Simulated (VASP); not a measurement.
# Cd (P6/mmm) in VASP: a series of runs, part 2 of 2

VASP 6.6.1.

### 4 Single point, PBE

This run uses another cell than the first one, of 13.13 Å³/atom, 1.156 times its volume.

The input, INCAR:

```
SYSTEM = Cd
ALGO = Normal
EDIFF = 1E-7
ENCUT = 520
GGA = PE
ISIF = 2
ISMEAR = -1
LASPH = .TRUE.
LCHARG = .FALSE.
LREAL = .FALSE.
LWAVE = .FALSE.
NBANDS = 12
NELM = 100
PREC = Accurate
SIGMA = 0.1
```

The input, KPOINTS:

```
k-points
0
G
  14 14 13
  0 0 0
```

The input, POSCAR:

```
Cd
1.0
    2.4894060445      0.0000000000      0.0000000000
   -1.2447030223      2.1558888749      0.0000000000
    0.0000000000      0.0000000000      2.4465444910
Cd
1
Direct
    0.0000000000      0.0000000000      0.0000000000
```

Potentials or basis: VASP PAW PBE potentials, release 64 (Cd).

Command:

```sh
cat potpaw_PBE.64/Cd/POTCAR > POTCAR
mpirun -np 1 vasp_std > vasp.out
```

OUTCAR:

```text
SYSTEM = Cd
   EDIFF = 1E-7
   ENCUT = 520
   GGA = PE
   ISIF = 2
   ISMEAR = -1
   LASPH = .TRUE.
   LREAL = .FALSE.
   NELM = 100
   PREC = Accurate

 ion  position               nearest neighbor table
   1  0.000  0.000  0.000-

  LATTYP: Found a hexagonal cell.
 ALAT       =     2.4894060445
 C/A-ratio  =     0.9827824177

  Lattice vectors:

 A1 = (   2.4894060445,   0.0000000000,   0.0000000000)
 A2 = (  -1.2447030223,   2.1558888749,   0.0000000000)
 A3 = (   0.0000000000,   0.0000000000,   2.4465444910)

Analysis of symmetry for initial positions (statically):
=====================================================================
 Subroutine PRICEL returns:
 Original cell was already a primitive cell.

 Routine SETGRP: Setting up the symmetry group for a
 hexagonal supercell.

 Subroutine GETGRP returns: Found 24 space group operations
 (whereof 24 operations were pure point group operations)
 out of a pool of 24 trial point group operations.

The static configuration has the point symmetry D_6h.

Analysis of symmetry for dynamics (positions and initial velocities):
=====================================================================
 Subroutine PRICEL returns:
 Original cell was already a primitive cell.

 Routine SETGRP: Setting up the symmetry group for a
 hexagonal supercell.

 Subroutine GETGRP returns: Found 24 space group operations
 (whereof 24 operations were pure point group operations)
 out of a pool of 24 trial point group operations.

The dynamic configuration has the point symmetry D_6h.

 Subroutine INISYM returns: Found 24 space group operations
 (whereof 24 operations are pure point group operations),
 and found     1 'primitive' translations

----------------------------------------------------------------------------------------

                                     Primitive cell

  volume of cell :      13.1303

  direct lattice vectors                    reciprocal lattice vectors
     2.489406044  0.000000000  0.000000000     0.401702246  0.231922900  0.000000000
    -1.244703022  2.155888875  0.000000000     0.000000000  0.463845800  0.000000000
     0.000000000  0.000000000  2.446544491     0.000000000  0.000000000  0.408739757

  length of vectors
     2.489406044  2.489406045  2.446544491     0.463845800  0.463845800  0.408739757

  position of ions in fractional coordinates (direct lattice)
     0.000000000  0.000000000  0.000000000

  ion indices of the primitive-cell ions
   primitive index   ion index
                 1           1

----------------------------------------------------------------------------------------

 KPOINTS: k-points

Automatic generation of k-mesh.
 Grid dimensions read from file:
 generate k-points for:   14   14   13

 Generating k-lattice:

  Cartesian coordinates                     Fractional coordinates (reciprocal lattice)
     0.028693018  0.016565921  0.000000000     0.071428571 -0.000000000  0.000000000
     0.000000000  0.033131843  0.000000000     0.000000000  0.071428571  0.000000000
     0.000000000  0.000000000  0.031441520     0.000000000  0.000000000  0.076923077

  Length of vectors
     0.033131843  0.033131843  0.031441520

  Shift w.r.t. Gamma in fractional coordinates (k-lattice)
     0.000000000  0.000000000  0.000000000

 Subroutine IBZKPT returns following result:
 ===========================================

 Found    168 irreducible k-points:

 Following reciprocal coordinates:
            Coordinates               Weight
  0.000000  0.000000  0.000000      1.000000
  0.071429 -0.000000  0.000000      6.000000
  0.142857 -0.000000  0.000000      6.000000
  0.214286  0.000000  0.000000      6.000000
  0.285714  0.000000  0.000000      6.000000
  0.357143 -0.000000  0.000000      6.000000
[... 16 lines left out ...]
  0.285714  0.285714  0.000000      6.000000
  0.357143  0.285714  0.000000      6.000000
 [... further k-points ...]
   k-points           NKPTS =    168   k-points in BZ     NKDIM =    168   number of bands    NBANDS=     12
   number of dos      NEDOS =    301   number of ions     NIONS =      1
   total plane-waves  NPLWV =   7200
   dimension x,y,z NGX =    20 NGY =   20 NGZ =   18
   dimension x,y,z NGXF=    40 NGYF=   40 NGZF=   36
   ions per type =               1
   NGX,Y,Z   is equivalent  to a cutoff of  13.36, 13.36, 12.23 a.u.
   NGXF,Y,Z  is equivalent  to a cutoff of  26.71, 26.71, 24.46 a.u.
 SYSTEM =  Cd
   PREC   = accura    normal or accurate (medium, high low for compatibility)
   ISTART =      0    job   : 0-new  1-cont  2-samecut
   ICHARG =      2    charge: 1-file 2-atom 10-const
   ISPIN  =      1    spin polarized calculation?
   LNONCOLLINEAR =      F non collinear calculations
   LSORBIT =      F    spin-orbit coupling
   LASPH  =      T    aspherical Exc in radial PAW
   ENCUT  =  520.0 eV  38.22 Ry    6.18 a.u.   4.63  4.63  4.55*2*pi/ulx,y,z
   NELM   =    100;   NELMIN=  2; NELMDL= -5     # of ELM steps
   EDIFF  = 0.1E-06   stopping-criterion for ELM
   LREAL  =      F    real-space projection
   EDIFFG = 0.1E-05   stopping-criterion for IOM
   NSW    =      0    number of steps for IOM
   IBRION =     -1    ionic relax: 0-MD 1-quasi-New 2-CG
   NFREE  =      0    steps in history (QN), initial steepest desc. (CG)
   ISIF   =      2    stress and relaxation
   ISYM   =      2    0-nonsym 1-usesym 2-fastsym
   POTIM  = 0.5000    time-step for ionic-motion
   TEBEG  =    0.0;   TEEND  =   0.0 temperature during run
   PSTRESS=    0.0 pullay stress
   NELECT =      12.0000    total number of electrons
   NUPDOWN=      -1.0000    fix difference up-down
   EMIN   =  10.00;   EMAX   =-10.00  energy-range for DOS
   EFERMI =   0.00;   METHOD = LEGACY
   ISMEAR =    -1;   SIGMA  =   0.10  broadening in eV -4-tet -1-fermi 0-gaus
   EFERMI_NEDOS =   21; number of points for ismear=-14 and -15
   IALGO  =     38    algorithm
   IMIX   =      4    mixing-type and parameters
     AMIX     =   0.40;   BMIX     =  1.00
     AMIX_MAG =   1.60;   BMIX_MAG =  1.00
  volume/ion in A,a.u.               =      13.13        88.61
  Fermi-wavevector in a.u.,A,eV,Ry     =   1.588706  3.002219 34.340919  2.523986
  Thomas-Fermi vector in A             =   2.687668
   LORBIT       =      0    0 simple, 1 ext, 2 COOP (PROOUT), +10 PAW based schemes
   GGA     = PE    functional components
   LHFCALC =     F    Hartree Fock is set to
   AEXX    =    0.0000 exact exchange contribution
   IVDW    =     0    specifies the selected vdW correction
   LEPSILON=     F    determine dielectric tensor
   LRPA    =     F    only Hartree local field effects (RPA)
 non-spin polarized calculation
  energy-cutoff  :      520.00
  volume of cell :       13.13
 maximum number of plane-waves:       371
 NGX is ok and might be reduce to    20

 number of electron      11.9999994 magnetization

 Free energy of the ion-electron system (eV)
  ---------------------------------------------------
  ext. energy  EPLUGINS =         0.00000000
  ---------------------------------------------------
  free energy    TOTEN  =         2.04617255 eV

  energy without entropy =        2.05490651  energy(sigma->0) =        2.05053953

 E-fermi :   8.4543     XC(G=0): -13.9037

 val. band max:        8.4405127350   @ k =   0.3571   0.2857   0.1538
 cond. band min:       8.4743349796   @ k =   0.1429  -0.0000   0.3846
 fundamental gap:      0.0338222446
 Fermi energy:         8.4543474714

 k-point     1 :       0.0000    0.0000    0.0000
  band No.  band energies     occupation
      1      -6.0518      2.00000
      2      -5.5476      2.00000
      3      -3.7871      2.00000
      4      -3.7871      2.00000
      5      -1.2776      2.00000
      6      -1.2776      2.00000
      7      20.3193      0.00000
      8      23.9351      0.00000
      9      27.3765      0.00000
     10      28.9784      0.00000
     11      28.9784      0.00000
     12      32.6108      0.00000

 k-point     2 :       0.0714   -0.0000    0.0000
  band No.  band energies     occupation
      1      -5.9159      2.00000
      2      -5.4242      2.00000
      3      -3.8605      2.00000
      4      -3.6621      2.00000
      5      -1.3728      2.00000
      6      -1.2957      2.00000
      7      20.6284      0.00000
      8      23.6686      0.00000
      9      27.0071      0.00000
     10      27.6757      0.00000
     11      27.8002      0.00000
     12      33.9194      0.00000
[... 316 lines left out ...]
 k-point    24 :       0.3571    0.2857    0.0000
  band No.  band energies     occupation
      1      -4.6229      2.00000
      2      -4.1538      2.00000
      3      -3.3817      2.00000
      4      -2.5637      2.00000
      5      -2.3026      2.00000
      6       7.5003      1.99986
      7       8.8497      0.03764
      8      10.6753      0.00000
      9      28.6782      0.00000
     10      30.5489      0.00000
     11      33.3177      0.00000
     12      33.7989      0.00000

 [... further k-points ...]
[... 5 lines left out ...]
  --------------------------------------------------------------------------------------
  -------------------------------------------------------------------------------------
  Total       11.8339644     11.8339644     11.7586608     -0.0000000     -0.0000000      0.0000000
  in kB     1443.9947366   1443.9947367   1434.8061019     -0.0000000     -0.0000000      0.0000000
  external PRESSURE =    1440.9318584 kB  Pullay stress =       0.0000000 kB

 VOLUME and BASIS-vectors are now :
 -----------------------------------------------------------------------------
  energy-cutoff  :      520.00
  volume of cell :       13.13
      direct lattice vectors                 reciprocal lattice vectors
     2.489406044  0.000000000  0.000000000     0.401702246  0.231922900  0.000000000
    -1.244703022  2.155888875  0.000000000     0.000000000  0.463845800  0.000000000
     0.000000000  0.000000000  2.446544491     0.000000000  0.000000000  0.408739757

 POSITION                                       TOTAL-FORCE (eV/Angst)
 -----------------------------------------------------------------------------------
      0.00000      0.00000      0.00000         0.000000      0.000000      0.000000
 -----------------------------------------------------------------------------------
    total drift:                               -0.000000      0.000000      0.000000

  FREE ENERGIE OF THE ION-ELECTRON SYSTEM (eV)
  ---------------------------------------------------
  free  energy   TOTEN  =         2.0461725484 eV

  energy  without entropy=        2.0549065123  energy(sigma->0) =        2.05053953
```

OSZICAR:

```text
N       E                     dE             d eps       ncg     rms          rms(c)
DAV:   1     0.744309087074E+02    0.74431E+02   -0.75113E+03  4364   0.111E+03
DAV:   2     0.303487138209E+01   -0.71396E+02   -0.67855E+02  4432   0.259E+02
DAV:   3     0.189940280046E+01   -0.11355E+01   -0.11349E+01  4708   0.356E+01
DAV:   4     0.189792669349E+01   -0.14761E-02   -0.14761E-02  4520   0.126E+00
DAV:   5     0.189792431219E+01   -0.23813E-05   -0.23813E-05  4812   0.488E-02    0.149E+01
DAV:   6     0.201362655573E+01    0.11570E+00   -0.17140E-01  4616   0.603E+00    0.926E+00
DAV:   7     0.204432693289E+01    0.30700E-01   -0.45594E-02  4576   0.284E+00    0.146E+00
DAV:   8     0.204618999434E+01    0.18631E-02   -0.65085E-03  4356   0.126E+00    0.968E-02
DAV:   9     0.204617955625E+01   -0.10438E-04   -0.23984E-05  4688   0.500E-02    0.240E-02
DAV:  10     0.204617261260E+01   -0.69436E-05   -0.38470E-06  4520   0.205E-02    0.412E-03
DAV:  11     0.204617232163E+01   -0.29098E-06   -0.11938E-07  4280   0.424E-03    0.292E-03
DAV:  12     0.204617257638E+01    0.25476E-06   -0.10570E-08  2400   0.119E-03    0.790E-04
DAV:  13     0.204617254839E+01   -0.27998E-07   -0.14682E-09  2228   0.561E-04
   1 F= 0.20461725E+01 E0= 0.20505395E+01  d E =-.873396E-02
```

stdout:

```text
POSCAR found type information on POSCAR Cd
 POSCAR found :  1 types and       1 ions
 scaLAPACK will be used
 LDA part: xc-table for (Slater+PW92), standard interpolation
 POSCAR, INCAR and KPOINTS ok, starting setup
 FFT: planning ... GRIDC
 FFT: planning ... GRID_SOFT
 FFT: planning ... GRID
 WAVECAR not read
 entering main loop
```

Run time: 9.2 s. Hardware: 1 thread of Intel Xeon 6975P-C (Granite Rapids), shared host; peak memory 0.14 GiB.

What came out:

```
Free energy            : 2.0462 eV
Pressure               : 144.1 GPa
Band gap on the k mesh : zero (band 6 reaches 12.11 eV, above the bottom of band 7 at 5.83 eV)
```

Levels at points of the mesh, in eV from the Fermi level:
| k point | band 4 | band 5 | band 6 | band 7 | band 8 | band 9 |
| --- | --- | --- | --- | --- | --- | --- |
| (0.00, 0.00, 0.00) | -12.24 | -9.73 | -9.73 | 11.86 | 15.48 | 18.92 |
| (0.50, 0.00, 0.00) | -10.09 | -9.28 | -5.38 | -0.26 | 11.09 | 17.63 |

### 5 Single point, PBE

The input, INCAR:

```
PREC = Accurate
ENCUT = 520
EDIFF = 1E-6
ISMEAR = -1
SIGMA = 0.1
LREAL = F
LASPH = T
NELM = 60
ALGO = Normal
ISIF = 2
LWAVE = F
LCHARG = F
GGA = PE
NBANDS = 12
```

The input, KPOINTS:

```
regular mesh
0
Gamma
  14 14 13
```

POSCAR is that of step 4.

Command:

```sh
cat potpaw_PBE.64/Cd/POTCAR > POTCAR
mpirun -np 1 vasp_std > vasp.out
```

Wall time 8.3 s (1 thread of Intel Xeon 6975P-C (Granite Rapids), shared host); peak memory 0.14 GiB.

Results (log left out):

* Free energy: 2.0462 eV
* Pressure: 144.1 GPa
* Band gap on the k mesh: zero (band 6 reaches 12.11 eV, above the bottom of band 7 at 5.83 eV)

Stress tensor (GPa, compression positive):
```
144.37   0.00   0.00
  0.00 144.37   0.00
  0.00   0.00 143.47
```

Levels at points of the mesh, in eV from the Fermi level:
```tsv
k point	band 2	band 3	band 4	band 5	band 6	band 7	band 8	band 9	band 10	band 11
(0.00, 0.00, 0.00)	-14.00	-12.24	-12.24	-9.73	-9.73	11.86	15.48	18.92	20.52	20.52
(0.50, 0.00, 0.00)	-13.08	-11.41	-10.09	-9.28	-5.38	-0.26	11.09	17.63	18.15	20.91
```
